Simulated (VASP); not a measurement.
# Be27H in VASP: further runs, part 2 of 2

VASP 6.6.1. Earlier steps stand in the parts before.

## (3) Single point, PBE

Contents of INCAR:

```
SYSTEM = Be27H
PREC = Accurate
ENCUT = 520
EDIFF = 1E-7
ISMEAR = -1
SIGMA = 0.1
LREAL = Auto
LASPH = .True.
NELM = 60
ALGO = Normal
ISIF = 2
LWAVE = .False.
LCHARG = .True.
GGA = PE
LELF = .True.
LVHAR = .True.
NBANDS = 48
```

Contents of KPOINTS:

```
Automatic mesh
0
Gamma
  3 3 1
  0 0 0
```

Contents of POSCAR:

```
Be27H
1.0
    6.8700000000      0.0000000000      0.0000000000
    3.4350000000      5.9495950000      0.0000000000
    0.0000000000      0.0000000000     14.5884300000
Be H
27 1
Direct
    0.0000000000      0.0000000000      0.0685474722
    0.3333333333      0.0000000000      0.0685474722
    0.6666666667      0.0000000000      0.0685474722
    0.0000000280      0.3333332773      0.0685474722
    0.3333333613      0.3333332773      0.0685474722
    0.6666666947      0.3333332773      0.0685474722
   -0.0000000280      0.6666667227      0.0685474722
    0.3333333053      0.6666667227      0.0685474722
    0.6666666387      0.6666667227      0.0685474722
   -0.1092353214      0.2215984449      0.1969120735
    0.2208894286      0.2216461793      0.1969717783
    0.5555897909      0.2222405054      0.1973367936
   -0.1111654238      0.5554749525      0.1951254522
    0.2209942274      0.5573984448      0.1969492947
    0.5549318217      0.5574271862      0.1969299644
   -0.1092527845      0.8876182328      0.1969431940
    0.2222405096      0.8889015135      0.1913767965
    0.5549757719      0.8875765493      0.1969600567
   -0.0030825153      0.0014360641      0.3227460392
    0.3347989791      0.0014885047      0.3228205503
    0.6670717498     -0.0009830921      0.3247761411
   -0.0027731418      0.3389116402      0.3226188150
    0.3323712043      0.3337190178      0.3248138422
    0.6670809306      0.3338052422      0.3246900455
   -0.0028919686      0.6637976198      0.3226345124
    0.3348165487      0.6635802941      0.3227862765
    0.6722127628      0.6638562793      0.3226031862
    0.2220806195      0.8887438557      0.3789868409
```

Potentials or basis: VASP PAW PBE potentials, release 64 (Be, H).

Command:

```sh
$ cat potpaw_PBE.64/Be/POTCAR potpaw_PBE.64/H/POTCAR > POTCAR
$ mpirun -np 1 vasp_std > vasp.out
```

OUTCAR:

```text
SYSTEM = Be27H
   PREC = Accurate
   ENCUT = 520
   EDIFF = 1E-7
   ISMEAR = -1
   LREAL = Auto
   LASPH = .True.
   NELM = 60
   ISIF = 2
   GGA = PE

 ion  position               nearest neighbor table
   1  0.000  0.000  0.069-  17 2.23   6 2.29   7 2.29   8 2.29   4 2.29   3 2.29   2 2.29  10 2.29
                            16 2.29
   2  0.333  0.000  0.069-  17 2.23   8 2.29   4 2.29   5 2.29   9 2.29   1 2.29   3 2.29  18 2.29
                            11 2.29
   3  0.667  0.000  0.069-   6 2.29   7 2.29   9 2.29   5 2.29   1 2.29   2 2.29  12 2.30  16 2.30
                            18 2.30
   4  0.000  0.333  0.069-  13 2.27  10 2.29  11 2.29   2 2.29   1 2.29   5 2.29   6 2.29   9 2.29
                             7 2.29
   5  0.333  0.333  0.069-   2 2.29   3 2.29   4 2.29   6 2.29   7 2.29   8 2.29  12 2.30  14 2.30
                            11 2.30
   6  0.667  0.333  0.069-   3 2.29   1 2.29   4 2.29   5 2.29   8 2.29   9 2.29  12 2.30  10 2.30
                            15 2.30
   7  1.000  0.667  0.069-  13 2.27  16 2.29  14 2.29   3 2.29   1 2.29   9 2.29   8 2.29   5 2.29
                             4 2.29
[... 266 lines left out ...]
  band No.  band energies     occupation
      1     -10.5035      2.00000
      2      -8.8090      2.00000
      3      -7.8034      2.00000
      4      -7.2743      2.00000
      5      -7.2734      2.00000
      6      -7.2371      2.00000
[... 199 lines left out ...]
     38       3.4252      0.00000
     39       3.4863      0.00000
 [bands above 39 left out]

------------------------ aborting loop because EDIFF is reached ----------------------------------------

  FORCE on cell =-STRESS in cart. coord.  units (eV):
  Direction    XX          YY          ZZ          XY          YZ          ZX
  --------------------------------------------------------------------------------------
  -------------------------------------------------------------------------------------
  Total      -21.9105373    -21.9146464      0.1408960      0.0073535      0.0095584      0.0166979
  in kB      -58.8722878    -58.8833287      0.3785790      0.0197585      0.0256828      0.0448662
  external PRESSURE =     -39.1256792 kB  Pullay stress =       0.0000000 kB

 VOLUME and BASIS-vectors are now :
 -----------------------------------------------------------------------------
  energy-cutoff  :      520.00
  volume of cell :      596.28
      direct lattice vectors                 reciprocal lattice vectors
     6.870000000  0.000000000  0.000000000     0.145560408 -0.084039334  0.000000000
     3.435000000  5.949595000  0.000000000     0.000000000  0.168078668  0.000000000
     0.000000000  0.000000000 14.588430000     0.000000000  0.000000000  0.068547472

 POSITION                                       TOTAL-FORCE (eV/Angst)
 -----------------------------------------------------------------------------------
      0.00000      0.00000      1.00000        -0.059490      0.033330     -0.004343
      2.29000      0.00000      1.00000         0.059826      0.034603     -0.003549
      4.58000      0.00000      1.00000        -0.000398      0.008816     -0.037861
      1.14500      1.98320      1.00000         0.000679     -0.046570      0.031487
      3.43500      1.98320      1.00000         0.007335     -0.004851     -0.037752
      5.72500      1.98320      1.00000        -0.008246     -0.004445     -0.038787
[... 20 lines left out ...]
      6.89845      3.94968      4.70627        -0.003831      0.001181      0.006408
      4.57853      5.28767      5.52882         0.002750      0.002305      0.005038
 -----------------------------------------------------------------------------------
    total drift:                                0.000050     -0.000177      0.003612

  FREE ENERGIE OF THE ION-ELECTRON SYSTEM (eV)
  ---------------------------------------------------
  free  energy   TOTEN  =       -96.3259313111 eV

  energy  without entropy=      -95.9774105815  energy(sigma->0) =      -96.15167095
```

OSZICAR:

```text
N       E                     dE             d eps       ncg     rms          rms(c)
DAV:   1     0.155969850121E+03    0.15597E+03   -0.17862E+04   480   0.847E+02
DAV:   2    -0.858239209113E+02   -0.24179E+03   -0.23058E+03   640   0.166E+02
DAV:   3    -0.101814456059E+03   -0.15991E+02   -0.15475E+02   624   0.387E+01
[... 13 lines left out ...]
DAV:  17    -0.963259225355E+02   -0.12737E-03   -0.76777E-06   512   0.910E-03    0.128E-03
DAV:  18    -0.963259296386E+02   -0.71031E-05   -0.11198E-06   600   0.377E-03    0.373E-04
DAV:  19    -0.963259310675E+02   -0.14289E-05   -0.14795E-07   496   0.129E-03    0.168E-04
DAV:  20    -0.963259312606E+02   -0.19309E-06   -0.17864E-08   416   0.438E-04    0.755E-05
DAV:  21    -0.963259313111E+02   -0.50534E-07   -0.10287E-08   416   0.268E-04
   1 F= -.96325931E+02 E0= -.96151671E+02  d E =-.348521E+00
```

It took 5.2 min on 1 thread of Intel Xeon 6975P-C (Granite Rapids), shared host; peak memory 0.63 GiB.

What came out:

| Item | Value |
| --- | --- |
| Free energy | -96.3259 eV |
| Largest force | 0.069 eV/Å |

Forces in eV/Å, atoms in the order of the input:
```
Be  -0.059  0.033 -0.004
Be   0.060  0.035 -0.004
Be   0.000  0.009 -0.038
Be   0.001 -0.047  0.031
Be   0.007 -0.005 -0.038
Be  -0.008 -0.004 -0.039
Be   0.039  0.022  0.032
Be  -0.001 -0.068 -0.004
Be  -0.040  0.024  0.032
Be  -0.002  0.005 -0.002
Be   0.004  0.003 -0.008
Be  -0.004 -0.002 -0.004
Be   0.002  0.001  0.005
Be  -0.005 -0.003 -0.004
Be   0.002 -0.004 -0.005
Be  -0.005 -0.001 -0.005
Be  -0.002 -0.002  0.013
Be   0.005  0.001 -0.007
Be  -0.002  0.003  0.005
Be   0.002  0.001  0.003
Be   0.001  0.005  0.004
Be  -0.004 -0.005  0.005
Be   0.005 -0.001  0.003
Be  -0.003 -0.004  0.008
Be   0.007  0.003  0.004
Be   0.000 -0.004  0.003
Be  -0.004  0.001  0.006
H    0.003  0.002  0.005
```

Levels at points of the mesh, in eV from the Fermi level:
| k point | band 24 | band 25 | band 26 | band 27 | band 28 | band 29 | band 30 | band 31 |
| --- | --- | --- | --- | --- | --- | --- | --- | --- |
| (0.00, 0.00, 0.00) | -0.57 | -0.12 | -0.12 | 0.26 | 0.83 | 0.91 | 0.96 | 1.50 |
